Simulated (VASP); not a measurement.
# MgZn3O4 (Cm) in VASP: single point with PBEsol

Aim: the single point of MgZn3O4 with PBEsol.

Everything below comes from runs of VASP 6.6.1. Logs are shortened: lines on timing, memory, paths and dates and some standing lists are left out, and cuts for length are marked.

## Step 1: The cell of the first run

It takes space group Cm (No. 8, monoclinic). Conventional cell: a = 11.787 Å, b = 3.250 Å, c = 5.601 Å, α = 90.00°, β = 118.36°, γ = 90.00°. Within 2.6 Å of Mg (site symmetry m) lie 4 O at 1.96 to 1.98 Å. Within 2.6 Å of Zn (site symmetry m) lie 4 O at 1.96 to 1.99 Å. Zn (site symmetry m) has 4 O at 1.97 to 1.98 Å within 2.6 Å. Zn (site symmetry m) has 4 O at 1.97 to 1.98 Å within 2.6 Å. Within 2.6 Å of O (site symmetry m) lie 3 Zn at 1.97 Å and 1 Mg at 1.98 Å. Within 2.6 Å of O (site symmetry m) lie 4 Zn at 1.98 to 1.99 Å. Within 2.6 Å of O (site symmetry m) lie 2 Mg at 1.96 Å and 2 Zn at 1.96 to 1.97 Å. O (site symmetry m) has 1 Mg at 1.97 Å and 3 Zn at 1.97 to 1.98 Å within 2.6 Å.

## Step 2: Single point, PBEsol

File INCAR:

```
SYSTEM = MgZn3O4
  PREC = Accurate
  ENCUT = 520
  EDIFF = 1E-6
  ISMEAR = -1
  SIGMA = 0.02
  LREAL = .FALSE.
  LASPH = .TRUE.
  NELM = 100
  ALGO = Normal
  ISIF = 2
  LWAVE = .FALSE.
  LCHARG = .TRUE.
  GGA = PS
  LELF = .TRUE.
  LVHAR = .TRUE.
  NBANDS = 41
```

File KPOINTS:

```
regular mesh
0
G
  8 8 6
  0 0 0
```

File POSCAR:

```
MgZn3O4
1.0
    5.8943657364     -1.6252156395      0.0043901742
    5.8943657364      1.6252156395      0.0043901742
   -2.6659125472      0.0000000000      4.9263310788
Mg Zn O
1 3 4
Direct
    0.2517182295      0.2517182295      0.9207847850
    0.7502586311      0.7502586311      0.4153361602
    0.4988509179      0.4988509179      0.8292602208
    0.9998501274      0.9998501274      0.3352049724
    0.0610211969      0.0610211969      0.7287963704
    0.5583832416      0.5583832416      0.2248459835
    0.8094628548      0.8094628548      0.1420687640
    0.3084138106      0.3084138106      0.6416197639
```

Potentials or basis: VASP PAW PBE potentials, release 64 (Mg, Zn, O).

Command:

```bash
cat potpaw_PBE.64/Mg/POTCAR potpaw_PBE.64/Zn/POTCAR potpaw_PBE.64/O/POTCAR > POTCAR
mpirun -np 1 vasp_std > vasp.out
```

OUTCAR:

```text
SYSTEM = MgZn3O4
   PREC = Accurate
   ENCUT = 520
   EDIFF = 1E-6
   ISMEAR = -1
   LREAL = .FALSE.
   LASPH = .TRUE.
   NELM = 100
   ISIF = 2
   GGA = PS

 ion  position               nearest neighbor table
   1  0.252  0.252  0.921-   7 1.96   7 1.96   8 1.97   5 1.98   4 3.18   4 3.18   3 3.19   4 3.21
                             3 3.22   3 3.22   2 3.22   2 3.22   2 3.26   2 3.26
   2  0.750  0.750  0.415-   7 1.96   8 1.97   8 1.97   6 1.99   1 3.22   1 3.22   1 3.26   1 3.26

   3  0.499  0.499  0.829-   5 1.97   5 1.97   8 1.98   6 1.98   1 3.19   1 3.22   1 3.22
   4  1.000  1.000  0.335-   5 1.97   7 1.97   6 1.98   6 1.98   1 3.18   1 3.18   1 3.21
   5  0.061  0.061  0.729-   4 1.97   3 1.97   3 1.97   1 1.98
   6  0.558  0.558  0.225-   4 1.98   4 1.98   3 1.98   2 1.99
   7  0.809  0.809  0.142-   1 1.96   1 1.96   2 1.96   4 1.97
   8  0.308  0.308  0.642-   1 1.97   2 1.97   2 1.97   3 1.98

  Warning from LATTYP: Got some problem with cell dimensions!
  Tried to take original basis but could not verify dimensions!
  LATTYP: Found a base centered monoclinic cell.
 ALAT       =    11.7872680583
 B/A-ratio  =     0.2757578145
 C/A-ratio  =     0.4752087569
 COS(beta)  =    -0.4750778278

  Lattice vectors:

 A1 = (  -3.2284531892,   1.6252156395,  -4.9307212530)
 A2 = (  -3.2284531892,  -1.6252156395,  -4.9307212530)
 A3 = (  -2.6659125472,   0.0000000000,   4.9263310788)

Analysis of symmetry for initial positions (statically):
=====================================================================
 Subroutine PRICEL returns:
 Original cell was already a primitive cell.

 Routine SETGRP: Setting up the symmetry group for a
 base centered monoclinic supercell.

 Subroutine GETGRP returns: Found  2 space group operations
 (whereof  2 operations were pure point group operations)
 out of a pool of  4 trial point group operations.

The static configuration has the point symmetry C_1h.

Analysis of symmetry for dynamics (positions and initial velocities):
=====================================================================
 Subroutine PRICEL returns:
 Original cell was already a primitive cell.

 Routine SETGRP: Setting up the symmetry group for a
 base centered monoclinic supercell.

 Subroutine GETGRP returns: Found  2 space group operations
 (whereof  2 operations were pure point group operations)
 out of a pool of  4 trial point group operations.

The dynamic configuration has the point symmetry C_1h.

 Subroutine INISYM returns: Found  2 space group operations
 (whereof  2 operations are pure point group operations),
 and found     1 'primitive' translations

----------------------------------------------------------------------------------------

                                     Primitive cell

  volume of cell :      94.4228

  direct lattice vectors                    reciprocal lattice vectors
     5.894365736 -1.625215639  0.004390174     0.084792593 -0.307651482  0.045886002
     5.894365736  1.625215639  0.004390174     0.084792593  0.307651482  0.045886002
    -2.665912547  0.000000000  4.926331079    -0.000151128  0.000000000  0.202909039

  length of vectors
     6.114318652  6.114318652  5.601413001     0.322404627  0.322404627  0.202909095

  position of ions in fractional coordinates (direct lattice)
     0.251718229  0.251718229  0.920784785
     0.750258631  0.750258631  0.415336160
     0.498850918  0.498850918  0.829260221
     0.999850127  0.999850127  0.335204972
     0.061021197  0.061021197  0.728796370
     0.558383242  0.558383242  0.224845984
     0.809462855  0.809462855  0.142068764
     0.308413811  0.308413811  0.641619764

  ion indices of the primitive-cell ions
   primitive index   ion index
                 1           1
                 2           2
                 3           3
                 4           4
                 5           5
                 6           6
                 7           7
                 8           8

----------------------------------------------------------------------------------------

 KPOINTS: regular mesh

Automatic generation of k-mesh.
 Grid dimensions read from file:
 generate k-points for:    8    8    6

 Generating k-lattice:

  Cartesian coordinates                     Fractional coordinates (reciprocal lattice)
     0.010599074 -0.038456435  0.005735750     0.125000000  0.000000000  0.000000000
     0.010599074  0.038456435  0.005735750     0.000000000  0.125000000  0.000000000
    -0.000025188  0.000000000  0.033818173    -0.000000000 -0.000000000  0.166666667

  Length of vectors
     0.040300578  0.040300578  0.033818183

  Shift w.r.t. Gamma in fractional coordinates (k-lattice)
     0.000000000  0.000000000  0.000000000

 Subroutine IBZKPT returns following result:
 ===========================================

 Found    114 irreducible k-points:

 Following reciprocal coordinates:
            Coordinates               Weight
  0.000000  0.000000  0.000000      1.000000
  0.125000 -0.000000  0.000000      4.000000
  0.250000 -0.000000  0.000000      4.000000
  0.375000 -0.000000  0.000000      4.000000
  0.500000 -0.000000  0.000000      2.000000
  0.125000  0.125000  0.000000      2.000000
[... 16 lines left out ...]
  0.125000 -0.000000  0.166667      4.000000
  0.250000 -0.000000  0.166667      4.000000
 [... further k-points ...]
   k-points           NKPTS =    114   k-points in BZ     NKDIM =    114   number of bands    NBANDS=     41
   number of dos      NEDOS =    301   number of ions     NIONS =      8
   total plane-waves  NPLWV =  96768
   dimension x,y,z NGX =    48 NGY =   48 NGZ =   42
   dimension x,y,z NGXF=    96 NGYF=   96 NGZF=   84
   ions per type =               1   3   4
   NGX,Y,Z   is equivalent  to a cutoff of  13.05, 13.05, 12.47 a.u.
   NGXF,Y,Z  is equivalent  to a cutoff of  26.10, 26.10, 24.93 a.u.
 SYSTEM =  MgZn3O4
   PREC   = accura    normal or accurate (medium, high low for compatibility)
   ISTART =      0    job   : 0-new  1-cont  2-samecut
   ICHARG =      2    charge: 1-file 2-atom 10-const
   ISPIN  =      1    spin polarized calculation?
   LNONCOLLINEAR =      F non collinear calculations
   LSORBIT =      F    spin-orbit coupling
   LASPH  =      T    aspherical Exc in radial PAW
   ENCUT  =  520.0 eV  38.22 Ry    6.18 a.u.  11.37 11.37 10.41*2*pi/ulx,y,z
   NELM   =    100;   NELMIN=  2; NELMDL= -5     # of ELM steps
   EDIFF  = 0.1E-05   stopping-criterion for ELM
   LREAL  =      F    real-space projection
   EDIFFG = 0.1E-04   stopping-criterion for IOM
   NSW    =      0    number of steps for IOM
   IBRION =     -1    ionic relax: 0-MD 1-quasi-New 2-CG
   NFREE  =      0    steps in history (QN), initial steepest desc. (CG)
   ISIF   =      2    stress and relaxation
   ISYM   =      2    0-nonsym 1-usesym 2-fastsym
   POTIM  = 0.5000    time-step for ionic-motion
   TEBEG  =    0.0;   TEEND  =   0.0 temperature during run
   PSTRESS=    0.0 pullay stress
   NELECT =      62.0000    total number of electrons
   NUPDOWN=      -1.0000    fix difference up-down
   EMIN   =  10.00;   EMAX   =-10.00  energy-range for DOS
   EFERMI =   0.00;   METHOD = LEGACY
   ISMEAR =    -1;   SIGMA  =   0.02  broadening in eV -4-tet -1-fermi 0-gaus
   EFERMI_NEDOS =   21; number of points for ismear=-14 and -15
   IALGO  =     38    algorithm
   IMIX   =      4    mixing-type and parameters
     AMIX     =   0.40;   BMIX     =  1.00
     AMIX_MAG =   1.60;   BMIX_MAG =  1.00
  volume/ion in A,a.u.               =      11.80        79.65
  Fermi-wavevector in a.u.,A,eV,Ry     =   1.422918  2.688925 27.547652  2.024695
  Thomas-Fermi vector in A             =   2.543571
   LORBIT       =      0    0 simple, 1 ext, 2 COOP (PROOUT), +10 PAW based schemes
   GGA     = PS    functional components
   LHFCALC =     F    Hartree Fock is set to
   AEXX    =    0.0000 exact exchange contribution
   IVDW    =     0    specifies the selected vdW correction
   LEPSILON=     F    determine dielectric tensor
   LRPA    =     F    only Hartree local field effects (RPA)
 non-spin polarized calculation
  energy-cutoff  :      520.00
  volume of cell :       94.42
 maximum number of plane-waves:      2566
 NGX is ok and might be reduce to    48
   NGX = 23   NGY = 23   NGZ = 21

 number of electron      62.0000006 magnetization

 Free energy of the ion-electron system (eV)
  ---------------------------------------------------
  ext. energy  EPLUGINS =         0.00000000
  ---------------------------------------------------
  free energy    TOTEN  =       -41.43127862 eV

  energy without entropy =      -41.43127862  energy(sigma->0) =      -41.43127862

 E-fermi :   1.6204     XC(G=0): -10.9126

 val. band max:        1.1699113131   @ k =   0.0000   0.0000   0.0000
 cond. band min:       2.4078635052   @ k =   0.0000   0.0000   0.0000
 fundamental gap:      1.2379521921
 Fermi energy:         1.6204474713

 k-point     1 :       0.0000    0.0000    0.0000
  band No.  band energies     occupation
      1     -16.5429      2.00000
      2     -15.8063      2.00000
      3     -15.7419      2.00000
      4     -15.5891      2.00000
      5      -4.6854      2.00000
      6      -4.4872      2.00000
[... 33 lines left out ...]
     40      13.0708      0.00000
     41      14.1498      0.00000

 k-point     2 :       0.1250   -0.0000    0.0000
  band No.  band energies     occupation
      1     -16.4718      2.00000
      2     -15.7891      2.00000
      3     -15.7246      2.00000
      4     -15.5727      2.00000
      5      -4.5771      2.00000
      6      -4.4044      2.00000
[... 957 lines left out ...]
     40      12.4005      0.00000
     41      13.0381      0.00000

 k-point    24 :       0.2500   -0.0000    0.1667
  band No.  band energies     occupation
      1     -16.2157      2.00000
      2     -15.7960      2.00000
      3     -15.6969      2.00000
      4     -15.5578      2.00000
      5      -4.5180      2.00000
      6      -4.3185      2.00000
[... 33 lines left out ...]
     40      11.2567      0.00000
     41      12.3300      0.00000

 [... further k-points ...]

------------------------ aborting loop because EDIFF is reached ----------------------------------------

  FORCE on cell =-STRESS in cart. coord.  units (eV):
  Direction    XX          YY          ZZ          XY          YZ          ZX
  --------------------------------------------------------------------------------------
  -------------------------------------------------------------------------------------
  Total        0.3626908      0.3629532      0.3597235      0.0000000      0.0000000     -0.0032210
  in kB        6.1541842      6.1586359      6.1038338      0.0000000      0.0000000     -0.0546539
  external PRESSURE =       6.1388846 kB  Pullay stress =       0.0000000 kB

 VOLUME and BASIS-vectors are now :
 -----------------------------------------------------------------------------
  energy-cutoff  :      520.00
  volume of cell :       94.42
      direct lattice vectors                 reciprocal lattice vectors
     5.894365736 -1.625215639  0.004390174     0.084792593 -0.307651482  0.045886002
     5.894365736  1.625215639  0.004390174     0.084792593  0.307651482  0.045886002
    -2.665912547  0.000000000  4.926331079    -0.000151128  0.000000000  0.202909039

 POSITION                                       TOTAL-FORCE (eV/Angst)
 -----------------------------------------------------------------------------------
      0.51271      0.00000      4.53830        -0.001680      0.000000     -0.002132
      7.73735      0.00000      2.05267        -0.004891      0.000000      0.002009
      3.67008      0.00000      4.08959         0.002092      0.000000      0.003151
     10.89334      0.00000      1.66011         0.002438      0.000000     -0.002527
     -1.22354      0.00000      3.59083         0.057952      0.000000      0.033900
      5.98321      0.00000      1.11257         0.000629      0.000000     -0.000594
      9.16380      0.00000      0.70699        -0.005479      0.000000     -0.078259
      1.92531      0.00000      3.16354        -0.051061      0.000000      0.044452
 -----------------------------------------------------------------------------------
    total drift:                               -0.001025      0.000000      0.000979

  FREE ENERGIE OF THE ION-ELECTRON SYSTEM (eV)
  ---------------------------------------------------
  free  energy   TOTEN  =       -41.4312786218 eV

  energy  without entropy=      -41.4312786218  energy(sigma->0) =      -41.43127862
```

Run time: 7 min. Hardware: 1 thread of Intel Xeon 6975P-C (Granite Rapids), shared host; peak memory 0.55 GiB.

What came out:

| Property | Result |
| --- | --- |
| Free energy | -41.4313 eV |
| Pressure | 0.6 GPa |
| Largest force | 0.078 eV/Å |
| Band gap on the k mesh | 1.24 eV |

Forces on the atoms (eV/Å):
```
Mg  -0.002  0.000 -0.002
Zn  -0.005  0.000  0.002
Zn   0.002  0.000  0.003
Zn   0.002  0.000 -0.003
O    0.058  0.000  0.034
O    0.001  0.000 -0.001
O   -0.005  0.000 -0.078
O   -0.051  0.000  0.044
```

Caveat: the PAW data sets were made with another functional, which shifts forces and pressure a little. A k mesh can miss the band edges.
